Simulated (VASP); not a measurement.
# Ni (P6/mmm) in VASP: a series of runs

Runs on Ni. Level: BLYP. Tasks: single point, relaxation of cell and atoms.

All numbers are computed with VASP 6.6.1; they aren't measurements. Logs are shortened: lines on timing, memory, paths and dates and some standing lists are left out, and cuts for length are marked.

## Step 1: The cell of the first run

It takes space group P6/mmm (No. 191, hexagonal). The conventional cell has a = 4.115 Å, b = 4.115 Å, c = 2.476 Å, α = 90.00°, β = 90.00°, γ = 120.00°. Ni (site symmetry 6/mmm) has 14 Ni at 2.48 to 2.68 Å within 3.3 Å. Within 3.1 Å of Ni (site symmetry -6m2) lie 11 Ni at 2.38 to 2.68 Å.

## Step 2: Single point, BLYP (volume scaled by 1.04)

INCAR reads:

```
PREC = Accurate ; ENCUT = 520
EDIFF = 1E-7 ; ISMEAR = -1
SIGMA = 0.1 ; LREAL = False
LASPH = True ; NELM = 100
ALGO = Normal ; ISIF = 2
LWAVE = False ; LCHARG = False
GGA = B5 ; ALDAX = 1.0
AGGAX = 1.0 ; AGGAC = 1.0
ALDAC = 0.0 ; NBANDS = 22
```

KPOINTS reads:

```
Automatic mesh
0
Gamma
  10 10 14
```

POSCAR reads:

```
Ni
1.0
    4.1149188932      0.0000000000      0.0000000000
   -2.0574594466      3.5636242960      0.0000000000
    0.0000000000      0.0000000000      2.4755869522
Ni
3
Direct
    0.0000000000      1.0000000000      1.0000000000
    0.3333333333      0.6666666667      0.5000000000
    0.6666666667      0.3333333333      0.5000000000
```

Potentials or basis: VASP PAW PBE potentials, release 64 (Ni).

Started as:

```console
cat potpaw_PBE.64/Ni/POTCAR > POTCAR
mpirun -np 1 vasp_std > vasp.out
```

OUTCAR:

```text
PREC = Accurate
   ENCUT = 520
   EDIFF = 1E-7
   ISMEAR = -1
   LREAL = False
   LASPH = True
   NELM = 100
   ISIF = 2
   GGA = B5

 ion  position               nearest neighbor table
   1  0.000  0.000  0.000-   2 2.68   3 2.68   2 2.68   3 2.68   2 2.68   2 2.68   3 2.68   3 2.68
                             3 2.68   3 2.68   2 2.68   2 2.68
   2  0.333  0.667  0.500-   3 2.38   3 2.38   3 2.38   1 2.68   1 2.68   1 2.68   1 2.68   1 2.68
                             1 2.68
   3  0.667  0.333  0.500-   2 2.38   2 2.38   2 2.38   1 2.68   1 2.68   1 2.68   1 2.68   1 2.68
                             1 2.68

  LATTYP: Found a hexagonal cell.
 ALAT       =     4.1149188932
 C/A-ratio  =     0.6016125752

  Lattice vectors:

 A1 = (   4.1149188932,   0.0000000000,   0.0000000000)
 A2 = (  -2.0574594466,   3.5636242960,   0.0000000000)
 A3 = (   0.0000000000,   0.0000000000,   2.4755869522)

Analysis of symmetry for initial positions (statically):
=====================================================================
 Subroutine PRICEL returns:
 Original cell was already a primitive cell.

 Routine SETGRP: Setting up the symmetry group for a
 hexagonal supercell.

 Subroutine GETGRP returns: Found 24 space group operations
 (whereof 24 operations were pure point group operations)
 out of a pool of 24 trial point group operations.

The static configuration has the point symmetry D_6h.

Analysis of symmetry for dynamics (positions and initial velocities):
=====================================================================
 Subroutine PRICEL returns:
 Original cell was already a primitive cell.

 Routine SETGRP: Setting up the symmetry group for a
 hexagonal supercell.

 Subroutine GETGRP returns: Found 24 space group operations
 (whereof 24 operations were pure point group operations)
 out of a pool of 24 trial point group operations.

The dynamic configuration has the point symmetry D_6h.

 Subroutine INISYM returns: Found 24 space group operations
 (whereof 24 operations are pure point group operations),
 and found     1 'primitive' translations

----------------------------------------------------------------------------------------

                                     Primitive cell

  volume of cell :      36.3021

  direct lattice vectors                    reciprocal lattice vectors
     4.114918893  0.000000000  0.000000000     0.243018156  0.140306598  0.000000000
    -2.057459447  3.563624296  0.000000000     0.000000000  0.280613195  0.000000000
     0.000000000  0.000000000  2.475586952     0.000000000  0.000000000  0.403944608

  length of vectors
     4.114918893  4.114918893  2.475586952     0.280613195  0.280613195  0.403944608

  position of ions in fractional coordinates (direct lattice)
     0.000000000  0.000000000  0.000000000
     0.333333333  0.666666667  0.500000000
     0.666666667  0.333333333  0.500000000

  ion indices of the primitive-cell ions
   primitive index   ion index
                 1           1
                 2           2
                 3           3

----------------------------------------------------------------------------------------

 KPOINTS: Automatic mesh

Automatic generation of k-mesh.
 Grid dimensions read from file:
 generate k-points for:   10   10   14

 Generating k-lattice:

  Cartesian coordinates                     Fractional coordinates (reciprocal lattice)
     0.024301816  0.014030660  0.000000000     0.100000000  0.000000000  0.000000000
     0.000000000  0.028061320  0.000000000     0.000000000  0.100000000  0.000000000
     0.000000000  0.000000000  0.028853186     0.000000000  0.000000000  0.071428571

  Length of vectors
     0.028061320  0.028061320  0.028853186

  Shift w.r.t. Gamma in fractional coordinates (k-lattice)
     0.000000000  0.000000000  0.000000000

 Subroutine IBZKPT returns following result:
 ===========================================

 Found    112 irreducible k-points:

 Following reciprocal coordinates:
            Coordinates               Weight
  0.000000  0.000000  0.000000      1.000000
  0.100000  0.000000  0.000000      6.000000
  0.200000  0.000000  0.000000      6.000000
  0.300000  0.000000  0.000000      6.000000
  0.400000  0.000000  0.000000      6.000000
  0.500000  0.000000  0.000000      3.000000
[... 16 lines left out ...]
  0.300000  0.100000  0.071429     24.000000
  0.400000  0.100000  0.071429     24.000000
 [... further k-points ...]
   k-points           NKPTS =    112   k-points in BZ     NKDIM =    112   number of bands    NBANDS=     22
   number of dos      NEDOS =    301   number of ions     NIONS =      3
   total plane-waves  NPLWV =  18432
   dimension x,y,z NGX =    32 NGY =   32 NGZ =   18
   dimension x,y,z NGXF=    64 NGYF=   64 NGZF=   36
   ions per type =               3
   NGX,Y,Z   is equivalent  to a cutoff of  12.93, 12.93, 12.09 a.u.
   NGXF,Y,Z  is equivalent  to a cutoff of  25.86, 25.86, 24.18 a.u.
 SYSTEM =  unknown system
   PREC   = accura    normal or accurate (medium, high low for compatibility)
   ISTART =      0    job   : 0-new  1-cont  2-samecut
   ICHARG =      2    charge: 1-file 2-atom 10-const
   ISPIN  =      1    spin polarized calculation?
   LNONCOLLINEAR =      F non collinear calculations
   LSORBIT =      F    spin-orbit coupling
   LASPH  =      T    aspherical Exc in radial PAW
   ENCUT  =  520.0 eV  38.22 Ry    6.18 a.u.   7.65  7.65  4.60*2*pi/ulx,y,z
   NELM   =    100;   NELMIN=  2; NELMDL= -5     # of ELM steps
   EDIFF  = 0.1E-06   stopping-criterion for ELM
   LREAL  =      F    real-space projection
   EDIFFG = 0.1E-05   stopping-criterion for IOM
   NSW    =      0    number of steps for IOM
   IBRION =     -1    ionic relax: 0-MD 1-quasi-New 2-CG
   NFREE  =      0    steps in history (QN), initial steepest desc. (CG)
   ISIF   =      2    stress and relaxation
   ISYM   =      2    0-nonsym 1-usesym 2-fastsym
   POTIM  = 0.5000    time-step for ionic-motion
   TEBEG  =    0.0;   TEEND  =   0.0 temperature during run
   PSTRESS=    0.0 pullay stress
   NELECT =      30.0000    total number of electrons
   NUPDOWN=      -1.0000    fix difference up-down
   EMIN   =  10.00;   EMAX   =-10.00  energy-range for DOS
   EFERMI =   0.00;   METHOD = LEGACY
   ISMEAR =    -1;   SIGMA  =   0.10  broadening in eV -4-tet -1-fermi 0-gaus
   EFERMI_NEDOS =   21; number of points for ismear=-14 and -15
   IALGO  =     38    algorithm
   IMIX   =      4    mixing-type and parameters
     AMIX     =   0.40;   BMIX     =  1.00
     AMIX_MAG =   1.60;   BMIX_MAG =  1.00
  volume/ion in A,a.u.               =      12.10        81.66
  Fermi-wavevector in a.u.,A,eV,Ry     =   1.536284  2.903155 32.112035  2.360168
  Thomas-Fermi vector in A             =   2.642954
   LORBIT       =      0    0 simple, 1 ext, 2 COOP (PROOUT), +10 PAW based schemes
   GGA     = B5    functional components
   LHFCALC =     F    Hartree Fock is set to
   AEXX    =    0.0000 exact exchange contribution
   IVDW    =     0    specifies the selected vdW correction
   LEPSILON=     F    determine dielectric tensor
   LRPA    =     F    only Hartree local field effects (RPA)
 non-spin polarized calculation
  energy-cutoff  :      520.00
  volume of cell :       36.30
 maximum number of plane-waves:       999
 NGX is ok and might be reduce to    32
   NGX = 15   NGY = 15   NGZ =  9

 number of electron      30.0000022 magnetization

 Free energy of the ion-electron system (eV)
  ---------------------------------------------------
  ext. energy  EPLUGINS =         0.00000000
  ---------------------------------------------------
  free energy    TOTEN  =       -13.51878358 eV

  energy without entropy =      -13.24400458  energy(sigma->0) =      -13.38139408

 E-fermi :   8.2418     XC(G=0): -12.0457

 val. band max:        8.2394929773   @ k =   0.2000   0.0000   0.0000
 cond. band min:       8.2420088317   @ k =   0.5000   0.0000   0.5000
 fundamental gap:      0.0025158545
 Fermi energy:         8.2417655066

 k-point     1 :       0.0000    0.0000    0.0000
  band No.  band energies     occupation
      1       0.2455      2.00000
      2       4.9387      2.00000
      3       5.9413      2.00000
      4       5.9413      2.00000
      5       5.9665      2.00000
      6       5.9665      2.00000
[... 14 lines left out ...]
     21      15.8734      0.00000
     22      16.0238      0.00000

 k-point     2 :       0.1000    0.0000    0.0000
  band No.  band energies     occupation
      1       0.3722      2.00000
      2       4.9420      2.00000
      3       5.6209      2.00000
      4       5.7922      2.00000
      5       5.8818      2.00000
      6       6.1633      2.00000
[... 14 lines left out ...]
     21      16.5947      0.00000
     22      17.2951      0.00000

 k-point     3 :       0.2000    0.0000    0.0000
  band No.  band energies     occupation
      1       0.7469      2.00000
      2       4.8820      2.00000
      3       5.2872      2.00000
      4       5.6481      2.00000
      5       5.7306      2.00000
      6       6.1845      2.00000
[... 14 lines left out ...]
     21      17.8348      0.00000
     22      19.7186      0.00000

 k-point     4 :       0.3000    0.0000    0.0000
  band No.  band energies     occupation
      1       1.3526      2.00000
      2       4.6294      2.00000
      3       4.8882      2.00000
      4       5.5391      2.00000
      5       5.7485      2.00000
      6       6.1075      2.00000
[... 14 lines left out ...]
     21      19.4536      0.00000
     22      22.3471      0.00000

 k-point     5 :       0.4000    0.0000    0.0000
  band No.  band energies     occupation
      1       2.1544      2.00000
      2       4.0149      2.00000
      3       4.5270      2.00000
      4       5.6452      2.00000
      5       5.8103      2.00000
      6       5.9745      2.00000
[... 417 lines left out ...]
 k-point    22 :       0.2000    0.1000    0.0714
  band No.  band energies     occupation
      1       1.2405      2.00000
      2       4.8208      2.00000
      3       5.1017      2.00000
      4       5.4991      2.00000
      5       5.9026      2.00000
      6       6.2063      2.00000
[... 14 lines left out ...]
     21      20.2365      0.00000
     22      21.2385      0.00000

 k-point    23 :       0.3000    0.1000    0.0714
  band No.  band energies     occupation
      1       1.9376      2.00000
      2       4.4477      2.00000
      3       4.6998      2.00000
      4       5.6070      2.00000
      5       5.8606      2.00000
      6       6.1207      2.00000
[... 14 lines left out ...]
     21      22.0440      0.00000
     22      23.8905      0.00000

 k-point    24 :       0.4000    0.1000    0.0714
  band No.  band energies     occupation
      1       2.7910      2.00000
      2       3.7000      2.00000
      3       4.4966      2.00000
      4       5.7739      2.00000
      5       5.8721      2.00000
      6       5.9687      2.00000
[... 14 lines left out ...]
     21      23.1442      0.00000
     22      24.0610      0.00000

 [... further k-points ...]

------------------------ aborting loop because EDIFF is reached ----------------------------------------

  FORCE on cell =-STRESS in cart. coord.  units (eV):
  Direction    XX          YY          ZZ          XY          YZ          ZX
  --------------------------------------------------------------------------------------
  -------------------------------------------------------------------------------------
  Total       -1.2761391     -1.2761391     -1.2385062      0.0000000     -0.0000000      0.0000000
  in kB      -56.3218898    -56.3218898    -54.6609760      0.0000000     -0.0000000      0.0000000
  external PRESSURE =     -55.7682518 kB  Pullay stress =       0.0000000 kB

 VOLUME and BASIS-vectors are now :
 -----------------------------------------------------------------------------
  energy-cutoff  :      520.00
  volume of cell :       36.30
      direct lattice vectors                 reciprocal lattice vectors
     4.114918893  0.000000000  0.000000000     0.243018156  0.140306598  0.000000000
    -2.057459447  3.563624296  0.000000000     0.000000000  0.280613195  0.000000000
     0.000000000  0.000000000  2.475586952     0.000000000  0.000000000  0.403944608

 POSITION                                       TOTAL-FORCE (eV/Angst)
 -----------------------------------------------------------------------------------
      0.00000      0.00000      0.00000         0.000000      0.000000      0.000000
     -0.00000      2.37575      1.23779        -0.000000      0.000000      0.000000
      2.05746      1.18787      1.23779         0.000000      0.000000      0.000000
 -----------------------------------------------------------------------------------
    total drift:                               -0.000000      0.000000      0.000000

  FREE ENERGIE OF THE ION-ELECTRON SYSTEM (eV)
  ---------------------------------------------------
  free  energy   TOTEN  =       -13.5187835788 eV

  energy  without entropy=      -13.2440045777  energy(sigma->0) =      -13.38139408
```

Run time: 41 s. Hardware: 1 thread of Intel Xeon 6975P-C (Granite Rapids), shared host; peak memory 0.19 GiB.

What came out:

| Quantity | Value |
| --- | --- |
| Free energy | -13.5188 eV |
| Pressure | -5.6 GPa |
| Band gap on the k mesh | zero (band 15 reaches 8.62 eV, above the bottom of band 16 at 8.06 eV) |

Caveat: the cell differs from its parent crystal (volume scaled by 1.04); the PAW data sets were made with another functional, which shifts forces and pressure a little; the run has no spin polarisation, though such a crystal can be magnetic. Spin polarisation is off, so any magnetic state and its effect on volume and gap are missing.

## Step 3: Single point, BLYP

This run uses another cell than the first one, of 11.64 Å³/atom, 0.962 times its volume.

INCAR reads:

```
AGGAC = 1.0
AGGAX = 1.0
ALDAC = 0.0
ALDAX = 1.0
ALGO = Normal
EDIFF = 1E-7
ENCUT = 520
GGA = B5
ISIF = 2
ISMEAR = -1
LASPH = T
LCHARG = T
LELF = T
LREAL = F
LVHAR = T
LWAVE = F
NBANDS = 22
NELM = 100
PREC = Accurate
SIGMA = 0.1
```

KPOINTS reads:

```
k-points
0
Gamma
  12 12 17
```

POSCAR reads:

```
Ni
1.0
    4.0614723386      0.0000000000      0.0000000000
   -2.0307361693      3.5173382220      0.0000000000
    0.0000000000      0.0000000000      2.4434328329
Ni
3
Direct
    0.0000000000      1.0000000000      1.0000000000
    0.3333333333      0.6666666667      0.5000000000
    0.6666666667      0.3333333333      0.5000000000
```

Potentials or basis: VASP PAW PBE potentials, release 64 (Ni).

Started as:

```console
cat potpaw_PBE.64/Ni/POTCAR > POTCAR
mpirun -np 1 vasp_std > vasp.out
```

Run time: 64 s. Hardware: 1 thread of Intel Xeon 6975P-C (Granite Rapids), shared host; peak memory 0.21 GiB.

The run converged. Its results:

| Quantity | Value |
| --- | --- |
| Free energy | -13.5429 eV |
| Pressure | 0.2 GPa |
| Band gap on the k mesh | zero (band 15 reaches 9.13 eV, above the bottom of band 16 at 8.56 eV) |

Stress tensor (GPa, compression positive):
```
0.21 0.00 0.00
0.00 0.21 0.00
0.00 0.00 0.07
```

Levels at points of the mesh, in eV from the Fermi level:
```
           k point  band 14  band 15  band 16  band 17  band 18  band 19
(0.00, 0.00, 0.00)    -0.91     0.04     0.04     6.20     6.20     6.23
(0.50, 0.00, 0.00)    -0.23    -0.19    -0.11     0.09     0.52     6.10
```

Caveat: the PAW data sets were made with another functional, which shifts forces and pressure a little; the run has no spin polarisation, though such a crystal can be magnetic. Spin polarisation is off, so any magnetic state and its effect on volume and gap are missing.

(Part 1 of 3 ends here.)
